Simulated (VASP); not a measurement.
# Be (P6_3/mmc) in VASP: a series of runs, part 2 of 2

VASP 6.6.1.

## 5. Single point, PBE+D3(BJ) (7.21 Å³/atom)

This run uses another cell than the first one, of 7.21 Å³/atom.

Input file INCAR:

```
PREC = Accurate
ENCUT = 520
EDIFF = 1E-7
ISMEAR = 0
SIGMA = 0.1
LREAL = F
LASPH = T
NELM = 100
ALGO = Fast
ISIF = 2
LWAVE = F
LCHARG = T
GGA = PE
IVDW = 12
LELF = T
LVHAR = T
NBANDS = 9
```

Input file KPOINTS:

```
Automatic mesh
0
Gamma
  21 21 12
```

Input file POSCAR:

```
Be
1.0
    2.1911297905      0.0000000000      0.0000000000
   -1.0955648952      1.8975740615      0.0000000000
    0.0000000000      0.0000000000      3.4669378110
Be
2
Direct
    0.3333333333      0.6666666667      0.2500000000
    0.6666666667      0.3333333333      0.7500000000
```

Potentials or basis: VASP PAW PBE potentials, release 64 (Be).

The run is started by

```
$ cat potpaw_PBE.64/Be/POTCAR > POTCAR
$ mpirun -np 1 vasp_std > vasp.out
```

OUTCAR:

```text
PREC = Accurate
   ENCUT = 520
   EDIFF = 1E-7
   ISMEAR = 0
   LREAL = F
   LASPH = T
   NELM = 100
   ISIF = 2
   GGA = PE
   IVDW = 12
 IVDW          = 12

 ion  position               nearest neighbor table
   1  0.333  0.667  0.250-   2 2.15   2 2.15   2 2.15   2 2.15   2 2.15   2 2.15
   2  0.667  0.333  0.750-   1 2.15   1 2.15   1 2.15   1 2.15   1 2.15   1 2.15

  LATTYP: Found a hexagonal cell.
 ALAT       =     2.1911297905
 C/A-ratio  =     1.5822603599

  Lattice vectors:

 A1 = (   2.1911297905,   0.0000000000,   0.0000000000)
 A2 = (  -1.0955648952,   1.8975740615,   0.0000000000)
 A3 = (   0.0000000000,   0.0000000000,   3.4669378110)

Analysis of symmetry for initial positions (statically):
=====================================================================
 Subroutine PRICEL returns:
 Original cell was already a primitive cell.

 Routine SETGRP: Setting up the symmetry group for a
 hexagonal supercell.

 Subroutine GETGRP returns: Found 24 space group operations
 (whereof 12 operations were pure point group operations)
 out of a pool of 24 trial point group operations.

The static configuration has the point symmetry D_3d.
 The point group associated with its full space group is D_6h.

Analysis of symmetry for dynamics (positions and initial velocities):
=====================================================================
 Subroutine PRICEL returns:
 Original cell was already a primitive cell.

 Routine SETGRP: Setting up the symmetry group for a
 hexagonal supercell.

 Subroutine GETGRP returns: Found 24 space group operations
 (whereof 12 operations were pure point group operations)
 out of a pool of 24 trial point group operations.

The dynamic configuration has the point symmetry D_3d.
 The point group associated with its full space group is D_6h.

 Subroutine INISYM returns: Found 24 space group operations
 (whereof 12 operations are pure point group operations),
 and found     1 'primitive' translations

----------------------------------------------------------------------------------------

                                     Primitive cell

  volume of cell :      14.4149

  direct lattice vectors                    reciprocal lattice vectors
     2.191129790  0.000000000  0.000000000     0.456385562  0.263494327  0.000000000
    -1.095564895  1.897574062  0.000000000     0.000000000  0.526988654  0.000000000
     0.000000000  0.000000000  3.466937811     0.000000000  0.000000000  0.288438978

  length of vectors
     2.191129790  2.191129790  3.466937811     0.526988654  0.526988654  0.288438978

  position of ions in fractional coordinates (direct lattice)
     0.333333333  0.666666667  0.250000000
     0.666666667  0.333333333  0.750000000

  ion indices of the primitive-cell ions
   primitive index   ion index
                 1           1
                 2           2

----------------------------------------------------------------------------------------

 KPOINTS: Automatic mesh

Automatic generation of k-mesh.
 Grid dimensions read from file:
 generate k-points for:   21   21   12

 Generating k-lattice:

[... 20 lines left out ...]
  0.095238  0.000000  0.000000      6.000000
  0.142857  0.000000  0.000000      6.000000
  0.190476  0.000000  0.000000      6.000000
  0.238095 -0.000000  0.000000      6.000000
[... 16 lines left out ...]
  0.142857  0.095238  0.000000     12.000000
  0.190476  0.095238  0.000000     12.000000
 [... further k-points ...]
   k-points           NKPTS =    336   k-points in BZ     NKDIM =    336   number of bands    NBANDS=      9
   number of dos      NEDOS =    301   number of ions     NIONS =      2
   total plane-waves  NPLWV =   7168
   dimension x,y,z NGX =    16 NGY =   16 NGZ =   28
   dimension x,y,z NGXF=    32 NGYF=   32 NGZF=   56
   ions per type =               2
   NGX,Y,Z   is equivalent  to a cutoff of  12.14, 12.14, 13.43 a.u.
   NGXF,Y,Z  is equivalent  to a cutoff of  24.28, 24.28, 26.85 a.u.
 SYSTEM =  unknown system
   PREC   = accura    normal or accurate (medium, high low for compatibility)
   ISTART =      0    job   : 0-new  1-cont  2-samecut
   ICHARG =      2    charge: 1-file 2-atom 10-const
   ISPIN  =      1    spin polarized calculation?
   LNONCOLLINEAR =      F non collinear calculations
   LSORBIT =      F    spin-orbit coupling
   LASPH  =      T    aspherical Exc in radial PAW
   ENCUT  =  520.0 eV  38.22 Ry    6.18 a.u.   4.07  4.07  6.45*2*pi/ulx,y,z
   NELM   =    100;   NELMIN=  2; NELMDL= -5     # of ELM steps
   EDIFF  = 0.1E-06   stopping-criterion for ELM
   LREAL  =      F    real-space projection
   EDIFFG = 0.1E-05   stopping-criterion for IOM
   NSW    =      0    number of steps for IOM
   IBRION =     -1    ionic relax: 0-MD 1-quasi-New 2-CG
   NFREE  =      0    steps in history (QN), initial steepest desc. (CG)
   ISIF   =      2    stress and relaxation
   ISYM   =      2    0-nonsym 1-usesym 2-fastsym
   POTIM  = 0.5000    time-step for ionic-motion
   TEBEG  =    0.0;   TEEND  =   0.0 temperature during run
   PSTRESS=    0.0 pullay stress
   NELECT =       4.0000    total number of electrons
   NUPDOWN=      -1.0000    fix difference up-down
   EMIN   =  10.00;   EMAX   =-10.00  energy-range for DOS
   EFERMI =   0.00;   METHOD = LEGACY
   ISMEAR =     0;   SIGMA  =   0.10  broadening in eV -4-tet -1-fermi 0-gaus
   EFERMI_NEDOS =   21; number of points for ismear=-14 and -15
   IALGO  =     68    algorithm
   IMIX   =      4    mixing-type and parameters
     AMIX     =   0.40;   BMIX     =  1.00
     AMIX_MAG =   1.60;   BMIX_MAG =  1.00
  volume/ion in A,a.u.               =       7.21        48.64
  Fermi-wavevector in a.u.,A,eV,Ry     =   1.067802  2.017852 15.513364  1.140200
  Thomas-Fermi vector in A             =   2.203430
   LORBIT       =      0    0 simple, 1 ext, 2 COOP (PROOUT), +10 PAW based schemes
   GGA     = PE    functional components
   LHFCALC =     F    Hartree Fock is set to
   AEXX    =    0.0000 exact exchange contribution
   IVDW    =    12    specifies the selected vdW correction
   LEPSILON=     F    determine dielectric tensor
   LRPA    =     F    only Hartree local field effects (RPA)
 non-spin polarized calculation
 RMM-DIIS sequential band-by-band and
 Gauss-broadening in eV      SIGMA  =   0.10
  energy-cutoff  :      520.00
  volume of cell :       14.41
 maximum number of plane-waves:       402
   NGX =  9   NGY =  9   NGZ = 13

 number of electron       4.0000000 magnetization

 Free energy of the ion-electron system (eV)
  ---------------------------------------------------
  ext. energy  EPLUGINS =         0.00000000
  ---------------------------------------------------
  free energy    TOTEN  =        -7.47489047 eV

  energy without entropy =       -7.47354641  energy(sigma->0) =       -7.47421844

 E-fermi :   7.8553     XC(G=0): -10.9140

 val. band max:        7.8388522751   @ k =   0.3333   0.0476   0.0000
 cond. band min:       7.8987410880   @ k =   0.3333   0.2857   0.0833
 fundamental gap:      0.0598888129
 Fermi energy:         7.8552876569

 k-point     1 :       0.0000    0.0000    0.0000
  band No.  band energies     occupation
      1      -4.0564      2.00000
      2       2.9766      2.00000
      3       9.1643      0.00000
      4      25.1123      0.00000
      5      25.1123      0.00000
      6      28.1218      0.00000
      7      28.1218      0.00000
      8      30.2387      0.00000
      9      36.5655      0.00000
[... 265 lines left out ...]
 k-point    24 :       0.1905    0.0952    0.0000
  band No.  band energies     occupation
      1      -2.1592      2.00000
      2       5.5236      2.00000
      3       9.3420      0.00000
      4      16.7149      0.00000
      5      19.2333      0.00000
      6      25.2464      0.00000
      7      26.1751      0.00000
      8      27.2387      0.00000
      9      31.1362      0.00000

 [... further k-points ...]

------------------------ aborting loop because EDIFF is reached ----------------------------------------

 Edisp (eV)   -0.78165

 E8    (eV) :    -0.2712

  FORCE on cell =-STRESS in cart. coord.  units (eV):
  Direction    XX          YY          ZZ          XY          YZ          ZX
  --------------------------------------------------------------------------------------
  -------------------------------------------------------------------------------------
  Total       0.39930     0.39930     0.41043     0.00000     0.00000     0.00000
  in kB      44.38094    44.38094    45.61753     0.00000     0.00000     0.00000
  external pressure =       44.79 kB  Pullay stress =        0.00 kB

 VOLUME and BASIS-vectors are now :
 -----------------------------------------------------------------------------
  energy-cutoff  :      520.00
  volume of cell :       14.41
      direct lattice vectors                 reciprocal lattice vectors
     2.191129790  0.000000000  0.000000000     0.456385562  0.263494327  0.000000000
    -1.095564895  1.897574062  0.000000000     0.000000000  0.526988654  0.000000000
     0.000000000  0.000000000  3.466937811     0.000000000  0.000000000  0.288438978

 POSITION                                       TOTAL-FORCE (eV/Angst)
 -----------------------------------------------------------------------------------
     -0.00000      1.26505      0.86673         0.000000     -0.000000      0.000000
      1.09556      0.63252      2.60020        -0.000000      0.000000      0.000000
 -----------------------------------------------------------------------------------
    total drift:                                0.000000     -0.000000      0.000000

  FREE ENERGIE OF THE ION-ELECTRON SYSTEM (eV)
  ---------------------------------------------------
  free  energy   TOTEN  =        -8.2565377563 eV

  energy  without entropy=       -8.2551936880  energy(sigma->0) =       -8.25586572
```

OSZICAR:

```text
N       E                     dE             d eps       ncg     rms          rms(c)
DAV:   1    -0.243022175188E+01   -0.24302E+01   -0.17904E+03  6136   0.366E+02
DAV:   2    -0.750232915514E+01   -0.50721E+01   -0.49700E+01  8962   0.570E+01
DAV:   3    -0.755726727631E+01   -0.54938E-01   -0.54070E-01  6935   0.387E+00
DAV:   4    -0.755734979092E+01   -0.82515E-04   -0.82511E-04  7508   0.147E-01
DAV:   5    -0.755734983799E+01   -0.47063E-07   -0.46531E-07  6731   0.340E-03    0.133E+00
RMM:   6    -0.749705430768E+01    0.60296E-01   -0.80692E-03  6140   0.995E-01    0.821E-01
RMM:   7    -0.747489208070E+01    0.22162E-01   -0.91635E-03  6252   0.977E-01    0.326E-02
RMM:   8    -0.747489081389E+01    0.12668E-05   -0.45334E-04  6727   0.193E-01    0.133E-02
RMM:   9    -0.747489148976E+01   -0.67587E-06   -0.16941E-05  7159   0.302E-02    0.582E-03
RMM:  10    -0.747489161754E+01   -0.12779E-06   -0.11396E-06  6938   0.115E-02    0.268E-03
RMM:  11    -0.747489072199E+01    0.89556E-06   -0.23767E-07  6907   0.382E-03    0.983E-04
RMM:  12    -0.747489048505E+01    0.23694E-06   -0.28913E-08  6134   0.180E-03    0.138E-04
RMM:  13    -0.747489047452E+01    0.10530E-07   -0.26250E-09  4937   0.464E-04
   1 F= -.82565378E+01 E0= -.82558657E+01  d E =-.134407E-02
```

Wall time 12 s (1 thread of Intel Xeon 6975P-C (Granite Rapids), shared host); peak memory 0.15 GiB.

Results:

```yaml
Free_energy: -8.2565 eV
Pressure: 4.5 GPa
Band_gap_on_the_k_mesh: zero (bands 2 and 3 overlap by 2.18 eV)
Dispersion_energy_per_atom: -0.391 eV
```

Levels at points of the mesh, in eV from the Fermi level:
```csv
k point,band 1,band 2,band 3,band 4,band 5,band 6
"(0.00, 0.00, 0.00)",-11.91,-4.88,1.31,17.26,17.26,20.27
"(0.00, 0.00, 0.50)",-9.69,-9.69,11.31,11.31,19.02,19.02
```

Caveat: the cell stands under pressure.

## 6. Overview

```csv
cell,gap on the mesh (eV),pressure (GPa)
"a = 2.118, b = 2.118, c = 3.365 Å, angles 90.0, 90.0, 120.0°, 2 atoms",none,21.3
"a = 2.143, b = 2.143, c = 3.400 Å, angles 90.0, 90.0, 120.0°, 2 atoms",none,14.9
"a = 2.167, b = 2.167, c = 3.433 Å, angles 90.0, 90.0, 120.0°, 2 atoms",none,9.4
"a = 2.191, b = 2.191, c = 3.467 Å, angles 90.0, 90.0, 120.0°, 2 atoms",none,4.5
```

Alike in all rows: task single point; level PBE+D3(BJ); potentials or basis VASP PAW PBE potentials, release 64 (Be); no spin polarisation; k mesh 21 × 21 × 12; cutoff (eV) 520; smearing gaussian 0.1 eV.

Caveats: the cell stands under pressure.

Total energies depend on the potentials used, so only differences within one code and one set of settings carry meaning.
